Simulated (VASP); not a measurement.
# LuIO in VASP: a series of runs

LuIO is run at these levels: PBE; tasks: single point.

All numbers are computed with VASP 6.6.1; they aren't measurements. Logs are shortened: lines on timing, memory, paths and dates and some standing lists are left out, and cuts for length are marked.

### Step 1. The cell of the first run

The cell holds an amorphous packing of atoms, 6 atoms: a = 4.410 Å, b = 6.834 Å, c = 5.177 Å, α = 92.76°, β = 91.35°, γ = 87.72°.

### Step 2. Single point, PBE

Input file INCAR:

```
SYSTEM = LuIO
  PREC = Accurate
  ENCUT = 520
  EDIFF = 1E-7
  ISMEAR = 1
  SIGMA = 0.15
  LREAL = .False.
  LASPH = .True.
  NELM = 100
  ALGO = Normal
  ISIF = 2
  LWAVE = .False.
  LCHARG = .True.
  GGA = PE
  LELF = .True.
  LVHAR = .True.
  NBANDS = 47
```

Input file KPOINTS:

```
regular mesh
0
Gamma
  3 2 3
  0 0 0
```

Input file POSCAR:

```
LuIO
1.0
    4.3865750000     -0.0319440000     -0.4507600000
    0.2331900000      6.7741720000     -0.8713570000
    0.4089660000      0.3964610000      5.1457830000
Lu O I
2 2 2
Direct
    0.5344024784      0.5000839163      0.4193035117
    0.9357081509      0.1233175306      0.7694126238
    0.4338409151      0.3520303308      0.9015378658
    0.0262527421      0.7546703158      0.5146511130
    0.3558062454      0.9645049863      0.2565452905
    0.9574056027      0.6547104730      0.9627807280
```

Potentials or basis: VASP PAW PBE potentials, release 64 (Lu, O, I).

The run is started by

```bash
> cat potpaw_PBE.64/Lu/POTCAR potpaw_PBE.64/O/POTCAR potpaw_PBE.64/I/POTCAR > POTCAR
> mpirun -np 1 vasp_std > vasp.out
```

OUTCAR:

```text
SYSTEM = LuIO
   PREC = Accurate
   ENCUT = 520
   EDIFF = 1E-7
   ISMEAR = 1
   LREAL = .False.
   LASPH = .True.
   NELM = 100
   ISIF = 2
   GGA = PE

 ion  position               nearest neighbor table
   1  0.534  0.500  0.419-   3 2.79   4 2.82   3 2.85   4 2.85   6 3.28   5 3.38   6 3.48   6 3.59
                             2 3.60
   2  0.936  0.123  0.769-   3 2.74   3 2.80   4 2.81   5 3.29   5 3.38   6 3.40   1 3.60
   3  0.434  0.352  0.902-   2 2.74   1 2.79   2 2.80   1 2.85
   4  0.026  0.755  0.515-   6 2.48   5 2.53   2 2.81   1 2.82   1 2.85
   5  0.356  0.965  0.257-   4 2.53   6 3.12   2 3.29   1 3.38   2 3.38
   6  0.957  0.655  0.963-   4 2.48   5 3.12   1 3.28   2 3.40   1 3.48   1 3.59

  LATTYP: Found a triclinic cell.
 ALAT       =     6.8339627511
 B/A-ratio  =     1.2251511834
 C/A-ratio  =     0.6452756422
 COS(alpha) =     0.0179046145
 COS(beta)  =     0.0397952841
 COS(gamma) =     0.7864669173

  Lattice vectors:

 A1 = (   0.2331900000,   6.7741720000,  -0.8713570000)
 A2 = (   0.6421560000,   7.1706330000,   4.2744260000)
 A3 = (   4.3865750000,  -0.0319440000,  -0.4507600000)

Analysis of symmetry for initial positions (statically):
=====================================================================
 Subroutine PRICEL returns:
 Original cell was already a primitive cell.

 Routine SETGRP: Setting up the symmetry group for a
 triclinic supercell.

 Subroutine GETGRP returns: Found  1 space group operations
 (whereof  1 operations were pure point group operations)
 out of a pool of  2 trial point group operations.

The static configuration has the point symmetry C_1 .

Analysis of symmetry for dynamics (positions and initial velocities):
=====================================================================
 Subroutine PRICEL returns:
 Original cell was already a primitive cell.

 Routine SETGRP: Setting up the symmetry group for a
 triclinic supercell.

 Subroutine GETGRP returns: Found  1 space group operations
 (whereof  1 operations were pure point group operations)
 out of a pool of  2 trial point group operations.

The dynamic configuration has the point symmetry C_1 .

 Subroutine INISYM returns: Found  1 space group operations
 (whereof  1 operations are pure point group operations),
 and found     1 'primitive' translations

----------------------------------------------------------------------------------------

                                     Primitive cell

  volume of cell :     155.6813

  direct lattice vectors                    reciprocal lattice vectors
     4.386575000 -0.031944000 -0.450760000     0.226127880 -0.009996709 -0.017201524
     0.233190000  6.774172000 -0.871357000    -0.000092059  0.146174982 -0.011254853
     0.408966000  0.396461000  5.145783000     0.019792748  0.023876731  0.190921235

  length of vectors
     4.409789703  6.833962751  5.177211334     0.227001420  0.146607659  0.193423807

  position of ions in fractional coordinates (direct lattice)
     0.534402478  0.500083916  0.419303512
     0.935708151  0.123317531  0.769412624
     0.433840915  0.352030331  0.901537866
     0.026252742  0.754670316  0.514651113
     0.355806245  0.964504986  0.256545291
     0.957405603  0.654710473  0.962780728

  ion indices of the primitive-cell ions
   primitive index   ion index
                 1           1
                 2           2
                 3           3
                 4           4
                 5           5
                 6           6

----------------------------------------------------------------------------------------

 KPOINTS: regular mesh

Automatic generation of k-mesh.
 Grid dimensions read from file:
 generate k-points for:    3    2    3

 Generating k-lattice:

  Cartesian coordinates                     Fractional coordinates (reciprocal lattice)
     0.075375960 -0.003332236 -0.005733841     0.333333333  0.000000000  0.000000000
    -0.000046030  0.073087491 -0.005627426     0.000000000  0.500000000  0.000000000
     0.006597583  0.007958910  0.063640412    -0.000000000 -0.000000000  0.333333333

  Length of vectors
     0.075667140  0.073303829  0.064474602

  Shift w.r.t. Gamma in fractional coordinates (k-lattice)
     0.000000000  0.000000000  0.000000000

 Subroutine IBZKPT returns following result:
 ===========================================

 Found     10 irreducible k-points:

 Following reciprocal coordinates:
            Coordinates               Weight
  0.000000  0.000000  0.000000      1.000000
  0.333333 -0.000000  0.000000      2.000000
 -0.000000  0.500000 -0.000000      1.000000
  0.333333  0.500000  0.000000      2.000000
 -0.000000  0.000000  0.333333      2.000000
  0.333333  0.000000  0.333333      2.000000
 -0.333333  0.000000  0.333333      2.000000
 -0.000000  0.500000  0.333333      2.000000
  0.333333  0.500000  0.333333      2.000000
 -0.333333  0.500000  0.333333      2.000000
   k-points           NKPTS =     10   k-points in BZ     NKDIM =     10   number of bands    NBANDS=     47
   number of dos      NEDOS =    301   number of ions     NIONS =      6
   total plane-waves  NPLWV =  77760
   dimension x,y,z NGX =    36 NGY =   54 NGZ =   40
   dimension x,y,z NGXF=    72 NGYF=  108 NGZF=   80
   ions per type =               2   2   2
   NGX,Y,Z   is equivalent  to a cutoff of  13.57, 13.14, 12.84 a.u.
   NGXF,Y,Z  is equivalent  to a cutoff of  27.14, 26.27, 25.69 a.u.
 SYSTEM =  LuIO
   PREC   = accura    normal or accurate (medium, high low for compatibility)
   ISTART =      0    job   : 0-new  1-cont  2-samecut
   ICHARG =      2    charge: 1-file 2-atom 10-const
   ISPIN  =      1    spin polarized calculation?
   LNONCOLLINEAR =      F non collinear calculations
   LSORBIT =      F    spin-orbit coupling
   LASPH  =      T    aspherical Exc in radial PAW
   ENCUT  =  520.0 eV  38.22 Ry    6.18 a.u.   8.20 12.71  9.63*2*pi/ulx,y,z
   NELM   =    100;   NELMIN=  2; NELMDL= -5     # of ELM steps
   EDIFF  = 0.1E-06   stopping-criterion for ELM
   LREAL  =      F    real-space projection
   EDIFFG = 0.1E-05   stopping-criterion for IOM
   NSW    =      0    number of steps for IOM
   IBRION =     -1    ionic relax: 0-MD 1-quasi-New 2-CG
   NFREE  =      0    steps in history (QN), initial steepest desc. (CG)
   ISIF   =      2    stress and relaxation
   ISYM   =      2    0-nonsym 1-usesym 2-fastsym
   POTIM  = 0.5000    time-step for ionic-motion
   TEBEG  =    0.0;   TEEND  =   0.0 temperature during run
   PSTRESS=    0.0 pullay stress
   NELECT =      76.0000    total number of electrons
   NUPDOWN=      -1.0000    fix difference up-down
   EMIN   =  10.00;   EMAX   =-10.00  energy-range for DOS
   EFERMI =   0.00;   METHOD = LEGACY
   ISMEAR =     1;   SIGMA  =   0.15  broadening in eV -4-tet -1-fermi 0-gaus
   EFERMI_NEDOS =   21; number of points for ismear=-14 and -15
   IALGO  =     38    algorithm
   IMIX   =      4    mixing-type and parameters
     AMIX     =   0.40;   BMIX     =  1.00
     AMIX_MAG =   1.60;   BMIX_MAG =  1.00
  volume/ion in A,a.u.               =      25.95       175.10
  Fermi-wavevector in a.u.,A,eV,Ry     =   1.289042  2.435937 22.607856  1.661631
  Thomas-Fermi vector in A             =   2.420959
   LORBIT       =      0    0 simple, 1 ext, 2 COOP (PROOUT), +10 PAW based schemes
   GGA     = PE    functional components
   LHFCALC =     F    Hartree Fock is set to
   AEXX    =    0.0000 exact exchange contribution
   IVDW    =     0    specifies the selected vdW correction
   LEPSILON=     F    determine dielectric tensor
   LRPA    =     F    only Hartree local field effects (RPA)
 non-spin polarized calculation
 Methfessel and Paxton  Order N= 1 SIGMA  =   0.15
  energy-cutoff  :      520.00
  volume of cell :      155.68
 maximum number of plane-waves:      4210
 NGX is ok and might be reduce to    36
   NGX = 17   NGY = 25   NGZ = 19

 number of electron      76.0000003 magnetization

 Free energy of the ion-electron system (eV)
  ---------------------------------------------------
  ext. energy  EPLUGINS =         0.00000000
  ---------------------------------------------------
  free energy    TOTEN  =       -26.18617039 eV

  energy without entropy =      -26.19213949  energy(sigma->0) =      -26.18816009

 E-fermi :   3.9232     XC(G=0):  -9.5356

 val. band max:        3.9055217828   @ k =  -0.0000   0.5000  -0.0000
 cond. band min:       3.9401756550   @ k =  -0.3333   0.0000   0.3333
 fundamental gap:      0.0346538722
 Fermi energy:         3.9231781224

 k-point     1 :       0.0000    0.0000    0.0000
  band No.  band energies     occupation
      1     -54.1172      2.00000
      2     -54.0438      2.00000
      3     -24.7586      2.00000
      4     -24.6765      2.00000
      5     -24.6565      2.00000
      6     -24.6214      2.00000
[... 39 lines left out ...]
     46       6.8415     -0.00000
     47       7.2345      0.00000

 k-point     2 :       0.3333   -0.0000    0.0000
  band No.  band energies     occupation
      1     -54.1170      2.00000
      2     -54.0437      2.00000
      3     -24.7572      2.00000
      4     -24.6858      2.00000
      5     -24.6552      2.00000
      6     -24.6284      2.00000
[... 39 lines left out ...]
     46       6.9099     -0.00000
     47       7.0754      0.00000

 k-point     3 :      -0.0000    0.5000   -0.0000
  band No.  band energies     occupation
      1     -54.1172      2.00000
      2     -54.0438      2.00000
      3     -24.7588      2.00000
      4     -24.6763      2.00000
      5     -24.6538      2.00000
      6     -24.6233      2.00000
[... 39 lines left out ...]
     46       6.8479     -0.00000
     47       6.9120     -0.00000

 k-point     4 :       0.3333    0.5000    0.0000
  band No.  band energies     occupation
      1     -54.1170      2.00000
      2     -54.0437      2.00000
      3     -24.7573      2.00000
      4     -24.6865      2.00000
      5     -24.6550      2.00000
      6     -24.6299      2.00000
[... 39 lines left out ...]
     46       6.9573      0.00000
     47       7.3448      0.00000

 k-point     5 :      -0.0000    0.0000    0.3333
  band No.  band energies     occupation
      1     -54.1172      2.00000
      2     -54.0438      2.00000
      3     -24.7608      2.00000
      4     -24.6763      2.00000
      5     -24.6538      2.00000
      6     -24.6233      2.00000
[... 39 lines left out ...]
     46       6.7839     -0.00000
     47       6.9752      0.00000

 k-point     6 :       0.3333    0.0000    0.3333
  band No.  band energies     occupation
      1     -54.1170      2.00000
      2     -54.0437      2.00000
      3     -24.7594      2.00000
      4     -24.6854      2.00000
      5     -24.6526      2.00000
      6     -24.6296      2.00000
[... 39 lines left out ...]
     46       6.8804     -0.00000
     47       7.0996      0.00000

 k-point     7 :      -0.3333    0.0000    0.3333
  band No.  band energies     occupation
      1     -54.1170      2.00000
      2     -54.0437      2.00000
      3     -24.7594      2.00000
      4     -24.6853      2.00000
      5     -24.6529      2.00000
      6     -24.6291      2.00000
[... 39 lines left out ...]
     46       6.9040     -0.00000
     47       7.0393      0.00000

 k-point     8 :      -0.0000    0.5000    0.3333
  band No.  band energies     occupation
      1     -54.1172      2.00000
      2     -54.0438      2.00000
      3     -24.7613      2.00000
      4     -24.6764      2.00000
      5     -24.6511      2.00000
      6     -24.6253      2.00000
[... 39 lines left out ...]
     46       6.9068     -0.00000
     47       7.1272      0.00000

 k-point     9 :       0.3333    0.5000    0.3333
  band No.  band energies     occupation
      1     -54.1170      2.00000
      2     -54.0437      2.00000
      3     -24.7595      2.00000
      4     -24.6859      2.00000
      5     -24.6523      2.00000
      6     -24.6313      2.00000
[... 39 lines left out ...]
     46       6.9452      0.00000
     47       7.2115      0.00000

 k-point    10 :      -0.3333    0.5000    0.3333
  band No.  band energies     occupation
      1     -54.1170      2.00000
      2     -54.0437      2.00000
      3     -24.7593      2.00000
      4     -24.6857      2.00000
      5     -24.6527      2.00000
      6     -24.6308      2.00000
[... 39 lines left out ...]
     46       6.9993      0.00000
     47       7.1572      0.00000

------------------------ aborting loop because EDIFF is reached ----------------------------------------

  FORCE on cell =-STRESS in cart. coord.  units (eV):
  Direction    XX          YY          ZZ          XY          YZ          ZX
  --------------------------------------------------------------------------------------
  -------------------------------------------------------------------------------------
  Total       -8.1788937     -8.5285319     -7.7700261      0.8718234     -3.5466490     -0.5503250
  in kB      -84.1722135    -87.7704777    -79.9643958      8.9722779    -36.4999606     -5.6636112
  external PRESSURE =     -83.9690290 kB  Pullay stress =       0.0000000 kB

 VOLUME and BASIS-vectors are now :
 -----------------------------------------------------------------------------
  energy-cutoff  :      520.00
  volume of cell :      155.68
      direct lattice vectors                 reciprocal lattice vectors
     4.386575000 -0.031944000 -0.450760000     0.226127880 -0.009996709 -0.017201524
     0.233190000  6.774172000 -0.871357000    -0.000092059  0.146174982 -0.011254853
     0.408966000  0.396461000  5.145783000     0.019792748  0.023876731  0.190921235

 POSITION                                       TOTAL-FORCE (eV/Angst)
 -----------------------------------------------------------------------------------
      2.63229      3.53682      1.48101        -0.377811      1.016172     -0.033547
      4.44797      1.11053      3.43000         0.204380      0.334044      0.559235
      2.35386      2.72828      4.13682         0.556776     -1.963945     -1.454791
      0.50162      5.31547      1.97886        -0.432486     -0.350176      0.606135
      1.89060      6.62407      0.31932         1.299224      2.166282      0.428510
      4.74615      4.78624      3.95221        -1.250083     -1.202377     -0.105541
 -----------------------------------------------------------------------------------
    total drift:                                0.000108     -0.000378     -0.000192

  FREE ENERGIE OF THE ION-ELECTRON SYSTEM (eV)
  ---------------------------------------------------
  free  energy   TOTEN  =       -26.1861703868 eV

  energy  without entropy=      -26.1921394908  energy(sigma->0) =      -26.18816009
```

Run time: 58 s. Hardware: 1 thread of Intel Xeon 6975P-C (Granite Rapids), shared host; peak memory 0.3 GiB.

What came out:

```
Free energy            : -26.1862 eV
Pressure               : -8.4 GPa
Largest force          : 2.562 eV/Å
Band gap on the k mesh : 0.03 eV, indirect (least direct gap 0.12 eV)
```

Forces in eV/Å, atoms in the order of the input:
```
Lu  -0.378  1.016 -0.034
Lu   0.204  0.334  0.559
O    0.557 -1.964 -1.455
O   -0.432 -0.350  0.606
I    1.299  2.166  0.429
I   -1.250 -1.202 -0.106
```

Caveat: the k points lie up to 0.48 Å⁻¹ apart; spin-orbit coupling is left out, which moves the levels of the heavy elements.

### Step 3. Single point, PBE

Input file INCAR:

```
SYSTEM = LuIO
PREC = Accurate
ENCUT = 520
EDIFF = 1E-7
ISMEAR = 1
SIGMA = 0.15
LREAL = .FALSE.
LASPH = .TRUE.
NELM = 100
ALGO = Normal
ISIF = 2
LWAVE = .FALSE.
LCHARG = .TRUE.
GGA = PE
LELF = .TRUE.
LVHAR = .TRUE.
NBANDS = 47
```

Input file KPOINTS:

```
regular mesh
0
G
  3 2 3
  0 0 0
```

Input file POSCAR:

```
LuIO
1.0
    4.3865750000     -0.0319440000     -0.4507600000
    0.2331900000      6.7741720000     -0.8713570000
    0.4089660000      0.3964610000      5.1457830000
Lu O I
2 2 2
Direct
    0.5329279961      0.5012858665      0.4204200940
    0.9349507246      0.1243065356      0.7697937823
    0.4523866065      0.3300473865      0.8799838406
    0.0109127247      0.7504898447      0.5234293011
    0.3608386436      0.9653113837      0.2560561645
    0.9530414234      0.6539850670      0.9623282634
```

Potentials or basis: VASP PAW PBE potentials, release 64 (Lu, O, I).

The run is started by

```bash
> cat potpaw_PBE.64/Lu/POTCAR potpaw_PBE.64/O/POTCAR potpaw_PBE.64/I/POTCAR > POTCAR
> mpirun -np 1 vasp_std > vasp.out
```

OUTCAR:

```text
SYSTEM = LuIO
   PREC = Accurate
   ENCUT = 520
   EDIFF = 1E-7
   ISMEAR = 1
   LREAL = .FALSE.
   LASPH = .TRUE.
   NELM = 100
   ISIF = 2
   GGA = PE

 ion  position               nearest neighbor table
   1  0.533  0.501  0.420-   3 2.74   4 2.79   4 2.85   6 3.28   5 3.38   6 3.47   2 3.60   6 3.60

   2  0.935  0.124  0.770-   3 2.56   3 2.76   4 2.81   5 3.31   5 3.40   6 3.41   1 3.60
   3  0.452  0.330  0.880-   2 2.56   1 2.74   2 2.76
   4  0.011  0.750  0.523-   6 2.42   5 2.63   1 2.79   2 2.81   1 2.85
   5  0.361  0.965  0.256-   4 2.63   6 3.15   2 3.31   1 3.38   2 3.40
[... 697 lines left out ...]
  Total       -9.7133594     -8.4523977     -6.6688677      1.3857099     -2.8731276     -0.1196323
  in kB      -99.9640037    -86.9869508    -68.6319418     14.2608856    -29.5684872     -1.2311833
  external PRESSURE =     -85.1942988 kB  Pullay stress =       0.0000000 kB

 VOLUME and BASIS-vectors are now :
 -----------------------------------------------------------------------------
  energy-cutoff  :      520.00
  volume of cell :      155.68
      direct lattice vectors                 reciprocal lattice vectors
     4.386575000 -0.031944000 -0.450760000     0.226127880 -0.009996709 -0.017201524
     0.233190000  6.774172000 -0.871357000    -0.000092059  0.146174982 -0.011254853
     0.408966000  0.396461000  5.145783000     0.019792748  0.023876731  0.190921235

 POSITION                                       TOTAL-FORCE (eV/Angst)
 -----------------------------------------------------------------------------------
      2.62656      3.54545      1.48637        -0.203607      1.047555      0.291974
      4.44504      1.11740      3.43144        -0.039777      0.480933      0.532461
      2.42127      2.57023      4.03670         0.589183     -1.755263     -1.755239
      0.43694      5.29112      2.03459        -0.553429     -0.396407      0.380736
      1.91266      6.62918      0.31383         1.164656      2.071423      0.430577
      4.72665      4.78129      3.95249        -0.957028     -1.448241      0.119490
 -----------------------------------------------------------------------------------
    total drift:                               -0.000432     -0.000759      0.000058

  FREE ENERGIE OF THE ION-ELECTRON SYSTEM (eV)
  ---------------------------------------------------
  free  energy   TOTEN  =       -26.8306674813 eV

  energy  without entropy=      -26.8326389867  energy(sigma->0) =      -26.83132465
```

stdout:

```text
POSCAR found type information on POSCAR LuO I
 POSCAR found :  3 types and       6 ions
 scaLAPACK will be used
 LDA part: xc-table for (Slater+PW92), standard interpolation
 POSCAR, INCAR and KPOINTS ok, starting setup
 FFT: planning ... GRIDC
 FFT: planning ... GRID_SOFT
 FFT: planning ... GRID
 WAVECAR not read
 entering main loop
```

Run time: 61 s. Hardware: 1 thread of Intel Xeon 6975P-C (Granite Rapids), shared host; peak memory 0.3 GiB.

Results:

| Quantity | Value |
| --- | --- |
| Free energy | -26.8307 eV |
| Pressure | -8.5 GPa |
| Largest force | 2.551 eV/Å |
| Band gap on the k mesh | 0.02 eV, indirect (least direct gap 0.23 eV) |

Forces in eV/Å, atoms in the order of the input:
```
Lu  -0.204  1.048  0.292
Lu  -0.040  0.481  0.532
O    0.589 -1.755 -1.755
O   -0.553 -0.396  0.381
I    1.165  2.071  0.431
I   -0.957 -1.448  0.119
```

Caveat: the k points lie up to 0.48 Å⁻¹ apart; spin-orbit coupling is left out, which moves the levels of the heavy elements.
